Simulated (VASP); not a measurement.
Crystal: Ni.

```xyz
1
Lattice="-1.3985 1.3985 1.3985 1.3985 -1.3985 1.3985 1.3985 1.3985 -1.3985" Properties=species:S:1:pos:R:3 pbc="T T T"
Ni    0.0000    0.0000    0.0000
```

```yaml
Program: VASP 6.6.1
Task: relaxation of cell and atoms
Functional: BLYP
Potentials_or_basis: VASP PAW PBE potentials, release 64 (Ni)
Cutoff: 600 eV
k_mesh: 16 × 16 × 16
Occupations: fermi-dirac, width 0.1 eV
Spin: no spin polarisation
```

At the start: pressure 9.2 GPa; volume 10.94 Å³/atom.

**Question.** Where does the relaxation end?

**Answer.** Over 3 steps the energy falls by 15.0 meV/atom and the volume is 11.50 Å³/atom (+5.1 %); space group Im-3m (No. 229, to 0.05 Å).

Step by step:
```tsv
step	energy change (eV)	largest force (eV/Å)	pressure (GPa)	volume (Å³)
1	0.0000	0.0000	9.15	10.94
2	-0.0061	0.0000	-5.90	11.96
3	-0.0150	0.0000	-0.04	11.50
```

Final structure:
```yaml
crystal:
  lattice:
    - [-1.42176, 1.42176, 1.42176]
    - [1.42176, -1.42176, 1.42176]
    - [1.42176, 1.42176, -1.42176]
  atoms:
    - { symbol: Ni, position: [0.00000, 0.00000, 0.00000] }
```

Caveat: the PAW data sets were made with another functional, which shifts forces and pressure a little; the run has no spin polarisation, though such a crystal can be magnetic.
